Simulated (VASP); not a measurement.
# Br (Im-3m) in VASP: notebook

Runs on Br. Level: PBE. Tasks: single point.

Program: VASP 6.6.1. These are calculated values, not measurements. Logs are shortened: lines on timing, memory, paths and dates and some standing lists are left out, and cuts for length are marked.

### Step 1. The cell of the first run

The structure is cubic, space group Im-3m (No. 229). Conventional cell: a = 3.736 Å, b = 3.736 Å, c = 3.736 Å, α = 90.00°, β = 90.00°, γ = 90.00°. Br (site symmetry m-3m) has 14 Br at 3.24 to 3.74 Å within 4.3 Å.

### Step 2. Single point, PBE

INCAR

```
  PREC = Accurate
  ENCUT = 520
  EDIFF = 1E-6
  ISMEAR = 1
  SIGMA = 0.02
  LREAL = False
  LASPH = True
  NELM = 80
  ALGO = Normal
  ISIF = 2
  LWAVE = False
  LCHARG = False
  GGA = PE
  NBANDS = 10
```

KPOINTS

```
regular mesh
0
Gamma
  16 16 16
```

POSCAR

```
Br
1.0
   -1.8679675647      1.8679675647      1.8679675647
    1.8679675647     -1.8679675647      1.8679675647
    1.8679675647      1.8679675647     -1.8679675647
Br
1
Direct
    0.0000000000      0.0000000000      0.0000000000
```

Potentials or basis: VASP PAW PBE potentials, release 64 (Br).

Command:

```sh
cat potpaw_PBE.64/Br/POTCAR > POTCAR
mpirun -np 1 vasp_std > vasp.out
```

OUTCAR:

```text
PREC = Accurate
   ENCUT = 520
   EDIFF = 1E-6
   ISMEAR = 1
   LREAL = False
   LASPH = True
   NELM = 80
   ISIF = 2
   GGA = PE

 ion  position               nearest neighbor table
   1  0.000  0.000  0.000-

  LATTYP: Found a body centered cubic cell.
 ALAT       =     3.7359351294

  Lattice vectors:

 A1 = (  -1.8679675647,   1.8679675647,   1.8679675647)
 A2 = (   1.8679675647,  -1.8679675647,   1.8679675647)
 A3 = (   1.8679675647,   1.8679675647,  -1.8679675647)

Analysis of symmetry for initial positions (statically):
=====================================================================
 Subroutine PRICEL returns:
 Original cell was already a primitive cell.

 Routine SETGRP: Setting up the symmetry group for a
 body centered cubic supercell.

 Subroutine GETGRP returns: Found 48 space group operations
 (whereof 48 operations were pure point group operations)
 out of a pool of 48 trial point group operations.

The static configuration has the point symmetry O_h .

Analysis of symmetry for dynamics (positions and initial velocities):
=====================================================================
 Subroutine PRICEL returns:
 Original cell was already a primitive cell.

 Routine SETGRP: Setting up the symmetry group for a
 body centered cubic supercell.

 Subroutine GETGRP returns: Found 48 space group operations
 (whereof 48 operations were pure point group operations)
 out of a pool of 48 trial point group operations.

The dynamic configuration has the point symmetry O_h .

 Subroutine INISYM returns: Found 48 space group operations
 (whereof 48 operations are pure point group operations),
 and found     1 'primitive' translations

----------------------------------------------------------------------------------------

                                     Primitive cell

  volume of cell :      26.0716

  direct lattice vectors                    reciprocal lattice vectors
    -1.867967565  1.867967565  1.867967565     0.000000000  0.267670601  0.267670601
     1.867967565 -1.867967565  1.867967565     0.267670601  0.000000000  0.267670601
     1.867967565  1.867967565 -1.867967565     0.267670601  0.267670601  0.000000000

  length of vectors
     3.235414729  3.235414729  3.235414729     0.378543394  0.378543394  0.378543394

[... 75 lines left out ...]
   LASPH  =      T    aspherical Exc in radial PAW
   ENCUT  =  520.0 eV  38.22 Ry    6.18 a.u.   6.02  6.02  6.02*2*pi/ulx,y,z
   NELM   =     80;   NELMIN=  2; NELMDL= -5     # of ELM steps
   EDIFF  = 0.1E-05   stopping-criterion for ELM
   LREAL  =      F    real-space projection
   EDIFFG = 0.1E-04   stopping-criterion for IOM
   NSW    =      0    number of steps for IOM
   IBRION =     -1    ionic relax: 0-MD 1-quasi-New 2-CG
   NFREE  =      0    steps in history (QN), initial steepest desc. (CG)
   ISIF   =      2    stress and relaxation
   ISYM   =      2    0-nonsym 1-usesym 2-fastsym
   POTIM  = 0.5000    time-step for ionic-motion
   TEBEG  =    0.0;   TEEND  =   0.0 temperature during run
   PSTRESS=    0.0 pullay stress
   NELECT =       7.0000    total number of electrons
   NUPDOWN=      -1.0000    fix difference up-down
   EMIN   =  10.00;   EMAX   =-10.00  energy-range for DOS
   EFERMI =   0.00;   METHOD = LEGACY
   ISMEAR =     1;   SIGMA  =   0.02  broadening in eV -4-tet -1-fermi 0-gaus
   EFERMI_NEDOS =   21; number of points for ismear=-14 and -15
   IALGO  =     38    algorithm
   IMIX   =      4    mixing-type and parameters
     AMIX     =   0.40;   BMIX     =  1.00
     AMIX_MAG =   1.60;   BMIX_MAG =  1.00
  volume/ion in A,a.u.               =      26.07       175.94
  Fermi-wavevector in a.u.,A,eV,Ry     =   1.056132  1.995800 15.176138  1.115415
  Thomas-Fermi vector in A             =   2.191356
   LORBIT       =      0    0 simple, 1 ext, 2 COOP (PROOUT), +10 PAW based schemes
   GGA     = PE    functional components
   LHFCALC =     F    Hartree Fock is set to
   AEXX    =    0.0000 exact exchange contribution
   IVDW    =     0    specifies the selected vdW correction
   LEPSILON=     F    determine dielectric tensor
   LRPA    =     F    only Hartree local field effects (RPA)
 non-spin polarized calculation
 Methfessel and Paxton  Order N= 1 SIGMA  =   0.02
  energy-cutoff  :      520.00
  volume of cell :       26.07
 maximum number of plane-waves:       718
   NGX = 13   NGY = 13   NGZ = 13

 number of electron       6.9999999 magnetization

 Free energy of the ion-electron system (eV)
  ---------------------------------------------------
  ext. energy  EPLUGINS =         0.00000000
  ---------------------------------------------------
  free energy    TOTEN  =        -1.00863692 eV

  energy without entropy =       -1.00851988  energy(sigma->0) =       -1.00859791

 E-fermi :   1.8016     XC(G=0):  -9.3574

 val. band max:        1.7977830364   @ k =   0.3750   0.1875   0.0000
 cond. band min:       1.8017174327   @ k =  -0.1875   0.1875   0.1250
 fundamental gap:      0.0039343963
 Fermi energy:         1.8015711133

 k-point     1 :       0.0000    0.0000    0.0000
  band No.  band energies     occupation
      1     -13.6808      2.00000
      2       2.5374      0.00000
      3       2.5374      0.00000
      4       2.5374      0.00000
      5       9.7112      0.00000
      6      14.4694      0.00000
      7      14.4694      0.00000
      8      14.4694      0.00000
      9      17.1486      0.00000
     10      17.1486      0.00000
[... 287 lines left out ...]
 k-point    24 :       0.2500    0.1875   -0.0000
  band No.  band energies     occupation
      1     -12.4159      2.00000
      2      -1.7804      2.00000
      3       0.4456      2.00000
      4       1.9014     -0.00000
      5      11.0342      0.00000
      6      12.3401      0.00000
      7      14.7892      0.00000
      8      16.7239      0.00000
      9      19.5561      0.00000
     10      20.8748      0.00000

 [... further k-points ...]
[... 5 lines left out ...]
  --------------------------------------------------------------------------------------
  -------------------------------------------------------------------------------------
  Total        0.1028898      0.1028898      0.1028898     -0.0000000      0.0000000     -0.0000000
  in kB        6.3228809      6.3228809      6.3228809     -0.0000000      0.0000000     -0.0000000
  external PRESSURE =       6.3228809 kB  Pullay stress =       0.0000000 kB

 VOLUME and BASIS-vectors are now :
 -----------------------------------------------------------------------------
  energy-cutoff  :      520.00
  volume of cell :       26.07
      direct lattice vectors                 reciprocal lattice vectors
    -1.867967565  1.867967565  1.867967565     0.000000000  0.267670601  0.267670601
     1.867967565 -1.867967565  1.867967565     0.267670601  0.000000000  0.267670601
     1.867967565  1.867967565 -1.867967565     0.267670601  0.267670601  0.000000000

 POSITION                                       TOTAL-FORCE (eV/Angst)
 -----------------------------------------------------------------------------------
      0.00000      0.00000      0.00000         0.000000      0.000000      0.000000
 -----------------------------------------------------------------------------------
    total drift:                                0.000000      0.000000     -0.000000

  FREE ENERGIE OF THE ION-ELECTRON SYSTEM (eV)
  ---------------------------------------------------
  free  energy   TOTEN  =        -1.0086369226 eV

  energy  without entropy=       -1.0085198790  energy(sigma->0) =       -1.00859791
```

stdout:

```text
POSCAR found type information on POSCAR Br
 POSCAR found :  1 types and       1 ions
 scaLAPACK will be used
 LDA part: xc-table for (Slater+PW92), standard interpolation
 POSCAR, INCAR and KPOINTS ok, starting setup
 FFT: planning ... GRIDC
 FFT: planning ... GRID_SOFT
 FFT: planning ... GRID
 WAVECAR not read
 entering main loop
```

Run time: 22 s. Hardware: 1 thread of Intel Xeon 8259CL, shared host; peak memory 0.16 GiB.

Results:

| Property | Result |
| --- | --- |
| Free energy | -1.0086 eV |
| Pressure | 0.6 GPa |

Levels at points of the mesh, in eV from the Fermi level:
| k point | band 2 | band 3 | band 4 | band 5 | band 6 | band 7 |
| --- | --- | --- | --- | --- | --- | --- |
| (0.00, 0.00, 0.00) | 0.74 | 0.74 | 0.74 | 7.91 | 12.67 | 12.67 |
| (0.50, 0.00, 0.00) | -4.65 | -0.82 | 0.46 | 7.52 | 9.60 | 16.22 |
| (0.50, 0.50, 0.50) | -2.65 | -2.65 | -2.65 | 6.34 | 6.34 | 20.04 |

Caveat: an odd number of electrons without spin polarisation forces a metal; a magnetic or distorted state may lie lower.

### Step 3. Single point, PBE

This run uses another cell than the first one, of 26.60 Å³/atom, 1.020 times its volume.

INCAR

```
ALGO = Normal ; EDIFF = 1E-6
ENCUT = 520 ; GGA = PE
ISIF = 2 ; ISMEAR = 1
LASPH = T ; LCHARG = F
LREAL = F ; LWAVE = F
NBANDS = 10 ; NELM = 80
PREC = Accurate ; SIGMA = 0.02
```

KPOINTS

```
k-points
0
Gamma
  16 16 16
```

POSCAR

```
Br
1.0
   -1.8805893500      1.8805893500      1.8805893500
    1.8805893500     -1.8805893500      1.8805893500
    1.8805893500      1.8805893500     -1.8805893500
Br
1
Direct
    0.0000000000      0.0000000000      0.0000000000
```

Potentials or basis: VASP PAW PBE potentials, release 64 (Br).

Command:

```sh
cat potpaw_PBE.64/Br/POTCAR > POTCAR
mpirun -np 1 vasp_std > vasp.out
```

Wall time 22 s (1 thread of Intel Xeon 8259CL, shared host); peak memory 0.16 GiB.

The run converged. Its results:

```
Free energy : -1.0097 eV
Pressure    : 0.0 GPa
```

Levels at points of the mesh, in eV from the Fermi level:
| k point | band 1 | band 2 | band 3 | band 4 | band 5 | band 6 | band 7 | band 8 | band 9 |
| --- | --- | --- | --- | --- | --- | --- | --- | --- | --- |
| (0.00, 0.00, 0.00) | -15.35 | 0.71 | 0.71 | 0.71 | 7.80 | 12.66 | 12.66 | 12.66 | 15.30 |
| (0.50, 0.00, 0.00) | -13.93 | -4.50 | -0.79 | 0.45 | 7.55 | 9.65 | 16.04 | 16.48 | 17.16 |
| (0.50, 0.50, 0.50) | -13.05 | -2.57 | -2.57 | -2.57 | 6.43 | 6.43 | 19.84 | 19.84 | 19.84 |

Caveat: an odd number of electrons without spin polarisation forces a metal; a magnetic or distorted state may lie lower.

### Step 4. Single point, PBE

This run uses another cell than the first one, of 26.60 Å³/atom, 1.020 times its volume.

INCAR

```
SYSTEM = Br
PREC = Accurate
ENCUT = 520
EDIFF = 1E-7
ISMEAR = 1
SIGMA = 0.02
LREAL = .False.
LASPH = .True.
NELM = 60
ALGO = Normal
ISIF = 2
LWAVE = .False.
LCHARG = .False.
GGA = PE
NBANDS = 10
```

KPOINTS

```
Automatic mesh
0
Gamma
  16 16 16
  0 0 0
```

POSCAR is that of step 3.

Command:

```sh
cat potpaw_PBE.64/Br/POTCAR > POTCAR
mpirun -np 1 vasp_std > vasp.out
```

Run time: 24 s. Hardware: 1 thread of Intel Xeon 8259CL, shared host; peak memory 0.16 GiB.

It converged, with:

```yaml
Free_energy: -1.0097 eV
Pressure: 0.0 GPa
```

Levels at points of the mesh, in eV from the Fermi level:
```csv
k point,band 1,band 2,band 3,band 4,band 5,band 6,band 7,band 8,band 9
"(0.00, 0.00, 0.00)",-15.35,0.71,0.71,0.71,7.80,12.66,12.66,12.66,15.30
"(0.50, 0.00, 0.00)",-13.93,-4.50,-0.79,0.45,7.55,9.65,16.04,16.48,17.16
"(0.50, 0.50, 0.50)",-13.05,-2.57,-2.57,-2.57,6.43,6.43,19.84,19.84,19.84
```

Caveat: an odd number of electrons without spin polarisation forces a metal; a magnetic or distorted state may lie lower.

### Step 5. Single point, PBE

This run uses another cell than the first one, of 27.14 Å³/atom, 1.041 times its volume.

INCAR

```
ALGO = Normal
EDIFF = 1E-6
ENCUT = 520
GGA = PE
ISIF = 2
ISMEAR = 1
LASPH = T
LCHARG = F
LREAL = F
LWAVE = F
NBANDS = 10
NELM = 80
PREC = Accurate
SIGMA = 0.02
```

KPOINTS

```
k-points
0
Gamma
  16 16 16
```

POSCAR

```
Br
1.0
   -1.8930439471      1.8930439471      1.8930439471
    1.8930439471     -1.8930439471      1.8930439471
    1.8930439471      1.8930439471     -1.8930439471
Br
1
Direct
    0.0000000000      0.0000000000      0.0000000000
```

Potentials or basis: VASP PAW PBE potentials, release 64 (Br).

Command:

```sh
cat potpaw_PBE.64/Br/POTCAR > POTCAR
mpirun -np 1 vasp_std > vasp.out
```

OUTCAR:

```text
EDIFF = 1E-6
   ENCUT = 520
   GGA = PE
   ISIF = 2
   ISMEAR = 1
   LASPH = T
   LREAL = F
   NELM = 80
   PREC = Accurate

 ion  position               nearest neighbor table
   1  0.000  0.000  0.000-

  LATTYP: Found a body centered cubic cell.
 ALAT       =     3.7860878942

  Lattice vectors:

 A1 = (  -1.8930439471,   1.8930439471,   1.8930439471)
 A2 = (   1.8930439471,  -1.8930439471,   1.8930439471)
 A3 = (   1.8930439471,   1.8930439471,  -1.8930439471)

Analysis of symmetry for initial positions (statically):
=====================================================================
 Subroutine PRICEL returns:
 Original cell was already a primitive cell.

 Routine SETGRP: Setting up the symmetry group for a
 body centered cubic supercell.

 Subroutine GETGRP returns: Found 48 space group operations
 (whereof 48 operations were pure point group operations)
 out of a pool of 48 trial point group operations.

The static configuration has the point symmetry O_h .

Analysis of symmetry for dynamics (positions and initial velocities):
=====================================================================
 Subroutine PRICEL returns:
[... 158 lines left out ...]
 cond. band min:       1.3735623353   @ k =  -0.1875   0.1875   0.1250
 fundamental gap:      0.0008703333
 Fermi energy:         1.3729342885

 k-point     1 :       0.0000    0.0000    0.0000
  band No.  band energies     occupation
      1     -13.8571      2.00000
      2       2.0538      0.00000
      3       2.0538      0.00000
      4       2.0538      0.00000
      5       9.0726      0.00000
      6      14.0278      0.00000
      7      14.0278      0.00000
      8      14.0278      0.00000
      9      16.6359      0.00000
     10      16.6359      0.00000
[... 287 lines left out ...]
 k-point    24 :       0.2500    0.1875    0.0000
  band No.  band energies     occupation
      1     -12.7057      2.00000
      2      -1.9970      2.00000
      3       0.1207      2.00000
      4       1.4693     -0.00000
      5      10.6192      0.00000
      6      11.9000      0.00000
      7      14.1611      0.00000
      8      16.1961      0.00000
      9      18.9201      0.00000
     10      20.2107      0.00000

 [... further k-points ...]
[... 5 lines left out ...]
  --------------------------------------------------------------------------------------
  -------------------------------------------------------------------------------------
  Total       -0.0883197     -0.0883197     -0.0883197      0.0000000     -0.0000000      0.0000000
  in kB       -5.2146610     -5.2146610     -5.2146610      0.0000000     -0.0000000      0.0000000
  external PRESSURE =      -5.2146610 kB  Pullay stress =       0.0000000 kB

 VOLUME and BASIS-vectors are now :
 -----------------------------------------------------------------------------
  energy-cutoff  :      520.00
  volume of cell :       27.14
      direct lattice vectors                 reciprocal lattice vectors
    -1.893043947  1.893043947  1.893043947     0.000000000  0.264124877  0.264124877
     1.893043947 -1.893043947  1.893043947     0.264124877  0.000000000  0.264124877
     1.893043947  1.893043947 -1.893043947     0.264124877  0.264124877  0.000000000

 POSITION                                       TOTAL-FORCE (eV/Angst)
 -----------------------------------------------------------------------------------
      0.00000      0.00000      0.00000        -0.000000      0.000000      0.000000
 -----------------------------------------------------------------------------------
    total drift:                                0.000000     -0.000000     -0.000000

  FREE ENERGIE OF THE ION-ELECTRON SYSTEM (eV)
  ---------------------------------------------------
  free  energy   TOTEN  =        -1.0088248656 eV

  energy  without entropy=       -1.0086692423  energy(sigma->0) =       -1.00877299
```

OSZICAR:

```text
N       E                     dE             d eps       ncg     rms          rms(c)
DAV:   1     0.208216324733E+02    0.20822E+02   -0.29479E+03  2900   0.543E+02
DAV:   2    -0.172989271032E+00   -0.20995E+02   -0.20549E+02  3702   0.965E+01
DAV:   3    -0.100552297622E+01   -0.83253E+00   -0.82190E+00  3514   0.177E+01
DAV:   4    -0.100808012533E+01   -0.25571E-02   -0.25571E-02  3456   0.119E+00
DAV:   5    -0.100808676754E+01   -0.66422E-05   -0.66423E-05  3430   0.585E-02    0.337E+00
DAV:   6    -0.100822074116E+01   -0.13397E-03   -0.15097E-03  3396   0.211E-01    0.207E+00
DAV:   7    -0.100884461463E+01   -0.62387E-03   -0.24618E-03  3294   0.282E-01    0.624E-02
DAV:   8    -0.100882272423E+01    0.21890E-04   -0.14096E-04  3218   0.569E-02    0.771E-03
DAV:   9    -0.100882432965E+01   -0.16054E-05   -0.29821E-06  3364   0.121E-02    0.375E-03
DAV:  10    -0.100882486556E+01   -0.53591E-06   -0.68326E-07  2416   0.553E-03
   1 F= -.10088249E+01 E0= -.10087730E+01  d E =-.155623E-03
```

It took 23 s on 1 thread of Intel Xeon 8259CL, shared host; peak memory 0.16 GiB.

Results:

| Quantity | Value |
| --- | --- |
| Free energy | -1.0088 eV |
| Pressure | -0.5 GPa |

Caveat: an odd number of electrons without spin polarisation forces a metal; a magnetic or distorted state may lie lower.

### Step 6. The runs side by side

```tsv
cell	gap on the mesh (eV)	pressure (GPa)
a = 3.235 Å, angles 109.5°, 1 atom	none	0.6
a = 3.257 Å, angles 109.5°, 1 atom	none	0.0
a = 3.279 Å, angles 109.5°, 1 atom	none	-0.5
```

Alike in all rows: task single point; level PBE; potentials or basis VASP PAW PBE potentials, release 64 (Br); no spin polarisation; k mesh 16 × 16 × 16; cutoff (eV) 520; smearing methfessel-paxton 0.02 eV.

Caveats: an odd number of electrons without spin polarisation forces a metal; a magnetic or distorted state may lie lower.

Total energies depend on the potentials used, so only differences within one code and one set of settings carry meaning.
